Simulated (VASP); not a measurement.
# MgO in VASP: single point with PBE

Aim: the single point of MgO with PBE.

Everything below comes from runs of VASP 6.6.1. Logs are shortened: lines on timing, memory, paths and dates and some standing lists are left out, and cuts for length are marked.

### 1 The cell of the first run

The cell holds a slab with vacuum, 14 atoms: a = 3.008 Å, b = 3.008 Å, c = 27.761 Å, α = 90.00°, β = 90.00°, γ = 90.00°.

### 2 Single point, PBE

Input file INCAR:

```
PREC = Accurate ; ENCUT = 520
EDIFF = 1E-7 ; ISMEAR = 0
SIGMA = 0.05 ; LREAL = False
LASPH = True ; NELM = 80
ALGO = Normal ; ISIF = 2
LWAVE = False ; LCHARG = False
LDIPOL = True ; IDIPOL = 3
DIPOL = 0.5 0.5 0.500 ; GGA = PE
NBANDS = 41
```

Input file KPOINTS:

```
regular mesh
0
Gamma
  9 9 1
```

Input file POSCAR:

```
MgO
1.0
    3.0078233141      0.0000000000      0.0000000000
    0.0000000000      3.0078233141      0.0000000000
    0.0000000000      0.0000000000     27.7611135720
Mg O
7 7
Direct
    0.5000000000      0.5000000000      0.2701620733
    0.0000000000      0.0000000000      0.3467747155
    0.5000000000      0.5000000000      0.4233873578
    0.0000000000      0.0000000000      0.5000000000
    0.5000000000      0.5000000000      0.5766126422
    0.0000000000      0.0000000000      0.6532252845
    0.5000000000      0.5000000000      0.7298379267
    0.0000000000      0.0000000000      0.2701620733
    0.5000000000      0.5000000000      0.3467747155
    0.0000000000      0.0000000000      0.4233873578
    0.5000000000      0.5000000000      0.5000000000
    0.0000000000      0.0000000000      0.5766126422
    0.5000000000      0.5000000000      0.6532252845
    0.0000000000      0.0000000000      0.7298379267
```

Potentials or basis: VASP PAW PBE potentials, release 64 (Mg, O).

Started as:

```console
cat potpaw_PBE.64/Mg/POTCAR potpaw_PBE.64/O/POTCAR > POTCAR
mpirun -np 1 vasp_std > vasp.out
```

OUTCAR:

```text
PREC = Accurate
   ENCUT = 520
   EDIFF = 1E-7
   ISMEAR = 0
   LREAL = False
   LASPH = True
   NELM = 80
   ISIF = 2
   GGA = PE

 ion  position               nearest neighbor table
   1  0.500  0.500  0.270-   9 2.13   8 2.13   8 2.13   8 2.13   8 2.13   2 3.01   2 3.01   2 3.01
                             2 3.01
   2  0.000  0.000  0.347-   8 2.13   9 2.13   9 2.13   9 2.13   9 2.13  10 2.13   1 3.01   1 3.01
                             1 3.01   1 3.01   3 3.01   3 3.01   3 3.01   3 3.01
   3  0.500  0.500  0.423-  11 2.13  10 2.13  10 2.13  10 2.13  10 2.13   9 2.13   4 3.01   4 3.01
                             4 3.01   4 3.01   2 3.01   2 3.01   2 3.01   2 3.01
   4  0.000  0.000  0.500-  10 2.13  12 2.13  11 2.13  11 2.13  11 2.13  11 2.13   5 3.01   5 3.01
                             3 3.01   5 3.01   3 3.01   3 3.01   5 3.01   3 3.01
   5  0.500  0.500  0.577-  11 2.13  12 2.13  12 2.13  12 2.13  12 2.13  13 2.13   4 3.01   4 3.01
                             4 3.01   4 3.01   6 3.01   6 3.01   6 3.01   6 3.01
   6  0.000  0.000  0.653-  14 2.13  13 2.13  13 2.13  13 2.13  13 2.13  12 2.13   7 3.01   7 3.01
                             7 3.01   7 3.01   5 3.01   5 3.01   5 3.01   5 3.01
   7  0.500  0.500  0.730-  13 2.13  14 2.13  14 2.13  14 2.13  14 2.13   6 3.01   6 3.01   6 3.01
                             6 3.01
   8  0.000  0.000  0.270-   2 2.13   1 2.13   1 2.13   1 2.13   1 2.13
   9  0.500  0.500  0.347-   1 2.13   2 2.13   2 2.13   2 2.13   2 2.13   3 2.13
  10  0.000  0.000  0.423-   4 2.13   3 2.13   3 2.13   3 2.13   3 2.13   2 2.13
  11  0.500  0.500  0.500-   3 2.13   5 2.13   4 2.13   4 2.13   4 2.13   4 2.13
  12  0.000  0.000  0.577-   4 2.13   5 2.13   5 2.13   5 2.13   5 2.13   6 2.13
  13  0.500  0.500  0.653-   7 2.13   6 2.13   6 2.13   6 2.13   6 2.13   5 2.13
  14  0.000  0.000  0.730-   6 2.13   7 2.13   7 2.13   7 2.13   7 2.13

  LATTYP: Found a simple tetragonal cell.
 ALAT       =     3.0078233141
 C/A-ratio  =     9.2296357442

  Lattice vectors:

 A1 = (   3.0078233141,   0.0000000000,   0.0000000000)
 A2 = (   0.0000000000,   3.0078233141,   0.0000000000)
 A3 = (   0.0000000000,   0.0000000000,  27.7611135720)

Analysis of symmetry for initial positions (statically):
=====================================================================
 Subroutine PRICEL returns:
 Original cell was already a primitive cell.

 Routine SETGRP: Setting up the symmetry group for a
 simple tetragonal supercell.

 Subroutine GETGRP returns: Found 16 space group operations
 (whereof 16 operations were pure point group operations)
 out of a pool of 16 trial point group operations.

The static configuration has the point symmetry D_4h.

Analysis of symmetry for dynamics (positions and initial velocities):
=====================================================================
[... 151 lines left out ...]
   AEXX    =    0.0000 exact exchange contribution
   IVDW    =     0    specifies the selected vdW correction
   LEPSILON=     F    determine dielectric tensor
   LRPA    =     F    only Hartree local field effects (RPA)
 non-spin polarized calculation
 Gauss-broadening in eV      SIGMA  =   0.05
  energy-cutoff  :      520.00
  volume of cell :      251.15
 maximum number of plane-waves:      6792
 NGX is ok and might be reduce to    24
   NGX = 11   NGY = 11   NGZ =103

 number of electron      56.0000007 magnetization

 dipolmoment           0.000000      0.000000      0.000000 electrons x Angstroem

 Free energy of the ion-electron system (eV)
  ---------------------------------------------------
  ext. energy  EPLUGINS =         0.00000000
  ---------------------------------------------------
  free energy    TOTEN  =       -82.33838403 eV

  energy without entropy =      -82.33838403  energy(sigma->0) =      -82.33838403

 E-fermi :  -0.3638     XC(G=0):  -6.4186

 val. band max:       -0.6274689421   @ k =   0.0000   0.0000   0.0000
 cond. band min:       2.6556792479   @ k =   0.0000   0.0000   0.0000
 fundamental gap:      3.2831481900
 Fermi energy:        -0.3638093799

 k-point     1 :       0.0000    0.0000    0.0000
  band No.  band energies     occupation
      1     -17.6392      2.00000
      2     -17.4543      2.00000
      3     -17.1830      2.00000
      4     -16.8708      2.00000
      5     -16.5763      2.00000
      6     -16.3609      2.00000
[... 634 lines left out ...]
     39       9.8085      0.00000
     40      10.0076      0.00000
 [bands above 40 left out]

------------------------ aborting loop because EDIFF is reached ----------------------------------------

 vacuum level on the upper side and lower side of the slab       (xc-potential included)        -0.081        -0.081

  FORCE on cell =-STRESS in cart. coord.  units (eV):
  Direction    XX          YY          ZZ          XY          YZ          ZX
  --------------------------------------------------------------------------------------
  -------------------------------------------------------------------------------------
  Total       -4.3852164     -4.3852164     -0.4981152      0.0000000      0.0000000      0.0000000
  in kB      -27.9743554    -27.9743554     -3.1775974      0.0000000      0.0000000      0.0000000
  external PRESSURE =     -19.7087694 kB  Pullay stress =       0.0000000 kB

 VOLUME and BASIS-vectors are now :
 -----------------------------------------------------------------------------
  energy-cutoff  :      520.00
  volume of cell :      251.15
      direct lattice vectors                 reciprocal lattice vectors
     3.007823314  0.000000000  0.000000000     0.332466337  0.000000000  0.000000000
     0.000000000  3.007823314  0.000000000     0.000000000  0.332466337  0.000000000
     0.000000000  0.000000000 27.761113572     0.000000000  0.000000000  0.036021610

 POSITION                                       TOTAL-FORCE (eV/Angst)
 -----------------------------------------------------------------------------------
      1.50391      1.50391      7.50000        -0.000000     -0.000000      0.468391
      0.00000      0.00000      9.62685         0.000000     -0.000000      0.003066
      1.50391      1.50391     11.75370        -0.000000      0.000000     -0.001134
      0.00000      0.00000     13.88056        -0.000000      0.000000      0.000000
      1.50391      1.50391     16.00741        -0.000000     -0.000000      0.001134
      0.00000      0.00000     18.13426        -0.000000     -0.000000     -0.003066
      1.50391      1.50391     20.26111         0.000000     -0.000000     -0.468391
      0.00000      0.00000      7.50000         0.000000      0.000000     -0.447699
      1.50391      1.50391      9.62685        -0.000000     -0.000000      0.003717
      0.00000      0.00000     11.75370         0.000000      0.000000      0.002446
      1.50391      1.50391     13.88056        -0.000000      0.000000      0.000000
      0.00000      0.00000     16.00741         0.000000      0.000000     -0.002446
      1.50391      1.50391     18.13426         0.000000      0.000000     -0.003717
      0.00000      0.00000     20.26111         0.000000      0.000000      0.447699
 -----------------------------------------------------------------------------------
    total drift:                                0.000000      0.000000      0.000000

  FREE ENERGIE OF THE ION-ELECTRON SYSTEM (eV)
  ---------------------------------------------------
  free  energy   TOTEN  =       -82.3383840340 eV

  energy  without entropy=      -82.3383840340  energy(sigma->0) =      -82.33838403

 vacuum level on the upper side and lower side of the slab         4.104         4.104
```

OSZICAR:

```text
N       E                     dE             d eps       ncg     rms          rms(c)
DAV:   1     0.413254290362E+03    0.41325E+03   -0.25233E+04  1230   0.116E+03
DAV:   2    -0.428801596575E+02   -0.45613E+03   -0.43919E+03  1659   0.272E+02
DAV:   3    -0.938816638065E+02   -0.51002E+02   -0.50677E+02  1490   0.970E+01
[... 18 lines left out ...]
DAV:  22    -0.823383783210E+02   -0.64225E-05   -0.10437E-06  1455   0.576E-03    0.100E-03
DAV:  23    -0.823383806482E+02   -0.23272E-05   -0.18644E-07  1031   0.255E-03    0.332E-04
DAV:  24    -0.823383827533E+02   -0.21051E-05   -0.12764E-07   994   0.163E-03    0.557E-04
DAV:  25    -0.823383839003E+02   -0.11470E-05   -0.71768E-08  1007   0.115E-03    0.151E-04
DAV:  26    -0.823383840205E+02   -0.12024E-06   -0.10842E-08  1018   0.560E-04    0.140E-04
DAV:  27    -0.823383840340E+02   -0.13430E-07   -0.23610E-09  1029   0.231E-04
   1 F= -.82338384E+02 E0= -.82338384E+02  d E =-.585845E-15
```

stdout:

```text
POSCAR found type information on POSCAR MgO
 POSCAR found :  2 types and      14 ions
 scaLAPACK will be used
 LDA part: xc-table for (Slater+PW92), standard interpolation
 POSCAR, INCAR and KPOINTS ok, starting setup
 FFT: planning ... GRIDC
 FFT: planning ... GRID_SOFT
 FFT: planning ... GRID
 WAVECAR not read
 entering main loop
```

Wall time 9.3 min (1 thread of AMD EPYC 7R13, shared host); peak memory 0.36 GiB.

Results:

```
Free energy            : -82.3384 eV
Largest force          : 0.468 eV/Å
Band gap on the k mesh : 3.28 eV
```

Forces on the atoms (eV/Å):
```
Mg   0.000  0.000  0.468
Mg   0.000  0.000  0.003
Mg   0.000  0.000 -0.001
Mg   0.000  0.000  0.000
Mg   0.000  0.000  0.001
Mg   0.000  0.000 -0.003
Mg   0.000  0.000 -0.468
O    0.000  0.000 -0.448
O    0.000  0.000  0.004
O    0.000  0.000  0.002
O    0.000  0.000  0.000
O    0.000  0.000 -0.002
O    0.000  0.000 -0.004
O    0.000  0.000  0.448
```

Levels at points of the mesh, in eV from the valence-band top:
| k point | band 24 | band 25 | band 26 | band 27 | band 28 | band 29 | band 30 | band 31 | band 32 | band 33 |
| --- | --- | --- | --- | --- | --- | --- | --- | --- | --- | --- |
| (0.00, 0.00, 0.00) | -0.26 | -0.12 | -0.12 | 0.00 | 0.00 | 3.28 | 3.34 | 4.76 | 5.21 | 5.35 |
